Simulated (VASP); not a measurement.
# CoSi2 (Fm-3m) in VASP: notebook

CoSi2 is run at these levels: PBEsol; tasks: single point.

Program: VASP 6.6.1. These are calculated values, not measurements. Logs are shortened: lines on timing, memory, paths and dates and some standing lists are left out, and cuts for length are marked.

## Step 1: The cell of the first run

The structure is cubic, space group Fm-3m (No. 225). Conventional cell: a = 5.356 Å, b = 5.356 Å, c = 5.356 Å, α = 90.00°, β = 90.00°, γ = 90.00°. Co (site symmetry m-3m) has 8 Si at 2.32 Å within 3.1 Å. Si (site symmetry -43m) has 4 Co at 2.32 Å and 6 Si at 2.68 Å within 3.1 Å.

## Step 2: Single point, PBEsol, collinear spin, ferromagnetic start

INCAR reads:

```
SYSTEM = CoSi2
PREC     = Accurate       ! precision mode
ENCUT    = 600            ! plane-wave cutoff, eV
EDIFF    = 1E-6           ! SCF threshold, eV
ISMEAR   = -1             ! smearing method
SIGMA    = 0.1            ! smearing width, eV
LREAL    = .FALSE.        ! projectors in reciprocal space
LASPH    = .TRUE.         ! aspherical terms in the spheres
NELM     = 200            ! most SCF steps
ALGO     = Normal         ! electronic algorithm
ISIF     = 2              ! what is computed and relaxed
LWAVE    = .FALSE.        ! write WAVECAR
LCHARG   = .FALSE.        ! write CHGCAR
ISPIN    = 2              ! spin polarisation
MAGMOM   = 2.5 0 0        ! initial moments
LORBIT   = 11             ! projections on sites
LMAXMIX  = 4              ! l up to which the mixer works
GGA      = PS             ! functional
NBANDS   = 20             ! bands
GGA_COMPAT= .FALSE.
```

KPOINTS reads:

```
regular mesh
0
G
  11 11 11
  0 0 0
```

POSCAR reads:

```
CoSi2
1.0
    3.7872640000      0.0000000000      0.0000000000
    1.8936320000      3.2798668348      0.0000000000
    1.8936320000      1.0932889449      3.0922881071
Co Si
1 2
Direct
    0.0000000000      0.0000000000      0.0000000000
    0.2500000000      0.2500000000      0.2500000000
    0.7500000000      0.7500000000      0.7500000000
```

Potentials or basis: VASP PAW PBE potentials, release 64 (Co, Si).

The run is started by

```sh
> cat potpaw_PBE.64/Co/POTCAR potpaw_PBE.64/Si/POTCAR > POTCAR
> mpirun -np 1 vasp_std > vasp.out
```

OUTCAR:

```text
SYSTEM = CoSi2
   PREC = Accurate
   ENCUT = 600
   EDIFF = 1E-6
   ISMEAR = -1
   LREAL = .FALSE.
   LASPH = .TRUE.
   NELM = 200
   ISIF = 2
   ISPIN = 2
   LORBIT = 11
   GGA = PS

 ion  position               nearest neighbor table
   1  0.000  0.000  0.000-   3 2.32   2 2.32   2 2.32   3 2.32   3 2.32   2 2.32   3 2.32   2 2.32

   2  0.250  0.250  0.250-   1 2.32   1 2.32   1 2.32   1 2.32   3 2.68   3 2.68   3 2.68   3 2.68
                             3 2.68   3 2.68
   3  0.750  0.750  0.750-   1 2.32   1 2.32   1 2.32   1 2.32   2 2.68   2 2.68   2 2.68   2 2.68
                             2 2.68   2 2.68

  LATTYP: Found a face centered cubic cell.
 ALAT       =     5.3560001130

  Lattice vectors:

 A1 = (   3.7872640000,   0.0000000000,   0.0000000000)
 A2 = (   1.8936320000,   3.2798668348,   0.0000000000)
 A3 = (   1.8936320000,   1.0932889449,   3.0922881071)

Analysis of symmetry for initial positions (statically):
=====================================================================
 Subroutine PRICEL returns:
 Original cell was already a primitive cell.

 Routine SETGRP: Setting up the symmetry group for a
 face centered cubic supercell.

 Subroutine GETGRP returns: Found 48 space group operations
 (whereof 48 operations were pure point group operations)
 out of a pool of 48 trial point group operations.

The static configuration has the point symmetry O_h .

Analysis of symmetry for dynamics (positions and initial velocities):
=====================================================================
 Subroutine PRICEL returns:
 Original cell was already a primitive cell.

 Routine SETGRP: Setting up the symmetry group for a
 face centered cubic supercell.

 Subroutine GETGRP returns: Found 48 space group operations
 (whereof 48 operations were pure point group operations)
 out of a pool of 48 trial point group operations.

The dynamic configuration has the point symmetry O_h .

Analysis of structural, dynamic, and magnetic symmetry:
=====================================================================
 Subroutine PRICEL returns:
 Original cell was already a primitive cell.

 Routine SETGRP: Setting up the symmetry group for a
 face centered cubic supercell.

 Subroutine GETGRP returns: Found 48 space group operations
 (whereof 48 operations were pure point group operations)
 out of a pool of 48 trial point group operations.

The overall configuration has the point symmetry O_h .

 Subroutine INISYM returns: Found 48 space group operations
 (whereof 48 operations are pure point group operations),
[... 118 lines left out ...]
     AMIX_MAG =   1.60;   BMIX_MAG =  1.00
  volume/ion in A,a.u.               =      12.80        86.40
  Fermi-wavevector in a.u.,A,eV,Ry     =   1.247586  2.357596 21.177078  1.556471
  Thomas-Fermi vector in A             =   2.381712
   LORBIT       =     11    0 simple, 1 ext, 2 COOP (PROOUT), +10 PAW based schemes
   GGA     = PS    functional components
   LHFCALC =     F    Hartree Fock is set to
   AEXX    =    0.0000 exact exchange contribution
   IVDW    =     0    specifies the selected vdW correction
   LEPSILON=     F    determine dielectric tensor
   LRPA    =     F    only Hartree local field effects (RPA)
 spin polarized calculation
  energy-cutoff  :      600.00
  volume of cell :       38.41
 maximum number of plane-waves:      1303
   NGX = 15   NGY = 15   NGZ = 15

 number of electron      17.0000005 magnetization      -0.0008866

 number of electron      17.0000005 magnetization       0.0000807

 Free energy of the ion-electron system (eV)
  ---------------------------------------------------
  ext. energy  EPLUGINS =         0.00000000
  ---------------------------------------------------
  free energy    TOTEN  =       -20.98716474 eV

  energy without entropy =      -20.95269646  energy(sigma->0) =      -20.96993060

 E-fermi :  10.0040     XC(G=0): -11.8559

 val. band max:        9.9810623083   @ k =  -0.2727   0.2727  -0.0000
 cond. band min:      10.0087387851   @ k =   0.3636   0.1818  -0.0000
 fundamental gap:      0.0276764769
 Fermi energy:        10.0039527797

 spin component 1

 k-point     1 :       0.0000    0.0000    0.0000
  band No.  band energies     occupation
      1      -3.1223      1.00000
      2       5.9142      1.00000
      3       5.9142      1.00000
      4       5.9142      1.00000
      5       8.0898      1.00000
      6       8.0898      1.00000
[... 541 lines left out ...]
     19      24.1729      0.00000
     20      25.9834      0.00000

 [... further k-points ...]

 spin component 2

 k-point     1 :       0.0000    0.0000    0.0000
  band No.  band energies     occupation
      1      -3.1224      1.00000
      2       5.9142      1.00000
      3       5.9142      1.00000
      4       5.9142      1.00000
      5       8.0897      1.00000
      6       8.0897      1.00000
[... 541 lines left out ...]
     19      24.1728      0.00000
     20      25.9835      0.00000

 [... further k-points ...]
[... 5 lines left out ...]
  --------------------------------------------------------------------------------------
  -------------------------------------------------------------------------------------
  Total       -1.0491468     -1.0491468     -1.0491468      0.0000000      0.0000000     -0.0000000
  in kB      -43.7607856    -43.7607856    -43.7607856      0.0000000      0.0000000     -0.0000000
  external PRESSURE =     -43.7607856 kB  Pullay stress =       0.0000000 kB

 VOLUME and BASIS-vectors are now :
 -----------------------------------------------------------------------------
  energy-cutoff  :      600.00
  volume of cell :       38.41
      direct lattice vectors                 reciprocal lattice vectors
     3.787264000  0.000000000  0.000000000     0.264042855 -0.152445214 -0.107795044
     1.893632000  3.279866835  0.000000000     0.000000000  0.304890427 -0.107795044
     1.893632000  1.093288945  3.092288107     0.000000000  0.000000000  0.323385133

 POSITION                                       TOTAL-FORCE (eV/Angst)
 -----------------------------------------------------------------------------------
      0.00000      0.00000      0.00000        -0.000000      0.000000      0.000000
      1.89363      1.09329      0.77307        -0.000000     -0.000000     -0.000000
      5.68090      3.27987      2.31922         0.000000      0.000000     -0.000000
 -----------------------------------------------------------------------------------
    total drift:                               -0.000000      0.000000      0.000000

  FREE ENERGIE OF THE ION-ELECTRON SYSTEM (eV)
  ---------------------------------------------------
  free  energy   TOTEN  =       -20.9871647412 eV

  energy  without entropy=      -20.9526964634  energy(sigma->0) =      -20.96993060

 total charge

# of ion       s       p       d       tot
------------------------------------------
    1        0.543   0.722   7.601   8.866
    2        0.717   0.871   0.000   1.588
    3        0.717   0.871   0.000   1.588
--------------------------------------------------
tot          1.976   2.464   7.601  12.041

 magnetization (x)

# of ion       s       p       d       tot
------------------------------------------
    1       -0.000  -0.000  -0.000  -0.000
    2       -0.000  -0.000   0.000  -0.000
    3       -0.000  -0.000   0.000  -0.000
--------------------------------------------------
tot         -0.000  -0.000  -0.000  -0.000
```

OSZICAR:

```text
N       E                     dE             d eps       ncg     rms          rms(c)
DAV:   1     0.729459079901E+02    0.72946E+02   -0.73320E+03  4488   0.918E+02
DAV:   2    -0.168941707282E+02   -0.89840E+02   -0.78519E+02  4700   0.200E+02
DAV:   3    -0.219995121530E+02   -0.51053E+01   -0.48961E+01  5396   0.494E+01
DAV:   4    -0.220902143322E+02   -0.90702E-01   -0.90478E-01  5244   0.583E+00
DAV:   5    -0.220927006254E+02   -0.24863E-02   -0.24859E-02  5564   0.104E+00    0.179E+01
DAV:   6    -0.275847130158E+02   -0.54920E+01   -0.20569E+01  5024   0.927E+01    0.206E+01
DAV:   7    -0.210308196389E+02    0.65539E+01   -0.10396E+01  5524   0.718E+01    0.349E+00
DAV:   8    -0.210260762172E+02    0.47434E-02   -0.67187E-01  5576   0.535E+00    0.214E+00
DAV:   9    -0.209877742038E+02    0.38302E-01   -0.75078E-02  5596   0.399E+00    0.887E-01
DAV:  10    -0.209874727110E+02    0.30149E-03   -0.32790E-03  6148   0.475E-01    0.344E-01
DAV:  11    -0.209871104239E+02    0.36229E-03   -0.75514E-04  5604   0.399E-01    0.137E-01
DAV:  12    -0.209871716189E+02   -0.61195E-04   -0.21512E-04  5736   0.153E-01    0.572E-02
DAV:  13    -0.209871649538E+02    0.66651E-05   -0.22800E-05  5820   0.547E-02    0.154E-02
DAV:  14    -0.209871647412E+02    0.21257E-06   -0.10295E-06  4168   0.959E-03
   1 F= -.20987165E+02 E0= -.20969931E+02  d E =-.344683E-01  mag=    -0.0002
```

Run time: 2.1 min. Hardware: 1 thread of AMD EPYC 7R13, shared host; peak memory 0.21 GiB.

Results:

```
Free energy                                           : -20.9872 eV
Pressure                                              : -4.4 GPa
Net moment                                            : 0.00 μB per cell
Valence electrons inside the program's atomic spheres : Co 8.87; Si 1.59
```

Levels at points of the mesh, in eV from the Fermi level:
Spin up:
| k point | band 7 | band 8 | band 9 | band 10 | band 11 | band 12 |
| --- | --- | --- | --- | --- | --- | --- |
| (0.00, 0.00, 0.00) | 0.78 | 3.42 | 3.42 | 3.42 | 3.42 | 3.42 |
Spin down:
```csv
k point,band 7,band 8,band 9,band 10,band 11,band 12
"(0.00, 0.00, 0.00)",0.78,3.42,3.42,3.42,3.42,3.42
```

Caveat: the starting moments collapsed, and a magnetic state may lie lower; the PAW data sets were made with another functional, which shifts forces and pressure a little.

## Step 3: Single point, PBEsol, collinear spin, ferromagnetic start

INCAR reads:

```
PREC = Accurate
ENCUT = 600
EDIFF = 1E-6
ISMEAR = -1
SIGMA = 0.1
LREAL = F
LASPH = T
NELM = 200
ALGO = Normal
ISIF = 2
LWAVE = F
LCHARG = T
ISPIN = 2
MAGMOM = 2.5 0 0
LORBIT = 11
LMAXMIX = 4
GGA = PS
LELF = T
LVHAR = T
NBANDS = 20
GGA_COMPAT = F
```

KPOINTS reads:

```
regular mesh
0
Gamma
  11 11 11
```

POSCAR is that of step 2.

Potentials or basis: VASP PAW PBE potentials, release 64 (Co, Si).

The run is started by

```sh
> cat potpaw_PBE.64/Co/POTCAR potpaw_PBE.64/Si/POTCAR > POTCAR
> mpirun -np 1 vasp_std > vasp.out
```

Wall time 2.1 min (1 thread of AMD EPYC 7R13, shared host); peak memory 0.21 GiB.

The run converged. Its results:

- Free energy: -20.9872 eV
- Pressure: -4.4 GPa
- Net moment: 0.00 μB per cell
- Valence electrons inside the program's atomic spheres: Co 8.87; Si 1.59

Levels at points of the mesh, in eV from the Fermi level:
Spin up:
```tsv
k point	band 6	band 7	band 8	band 9	band 10	band 11	band 12	band 13
(0.00, 0.00, 0.00)	-1.91	0.78	3.42	3.42	3.42	3.42	3.42	3.42
```
Spin down:
```
           k point  band 7  band 8  band 9  band 10  band 11  band 12
(0.00, 0.00, 0.00)    0.78    3.42    3.42     3.42     3.42     3.42
```

Caveat: the starting moments collapsed, and a magnetic state may lie lower; the PAW data sets were made with another functional, which shifts forces and pressure a little.
